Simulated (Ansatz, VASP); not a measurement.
**Lu: VASP beside Ansatz**

```
CELL_PARAMETERS angstrom
-1.86260 1.86260 1.86260
1.86260 -1.86260 1.86260
1.86260 1.86260 -1.86260
ATOMIC_POSITIONS crystal
Lu 0.00000 0.00000 0.00000
```

Alike in both runs: task relaxation of cell and atoms; functional PBE; k mesh 15 × 15 × 15; occupations fermi-dirac, width 0.08 eV; no spin polarisation.

|  | VASP | Ansatz |
| --- | --- | --- |
| version | VASP 6.6.1 | Ansatz 0.2.0 |
| potentials or method | VASP PAW PBE potentials, release 64 (Lu) | PAW with Ansatz's default frozen-core files, scalar-relativistic |
| plane-wave cutoff (eV) | 600 | 420 |
| valence electrons in the cell | 25 | 25 |

Ansatz gave:

```
relaxed volume (Å³/atom)                                     : 29.66
relaxed cell length with the largest relative difference (Å) : 3.377
```

Task: What did VASP give for the same quantities?

Result: Relaxed volume (Å³/atom): 29.68; relaxed cell length with the largest relative difference (Å): 3.378.

Neither program's run includes spin-orbit coupling.
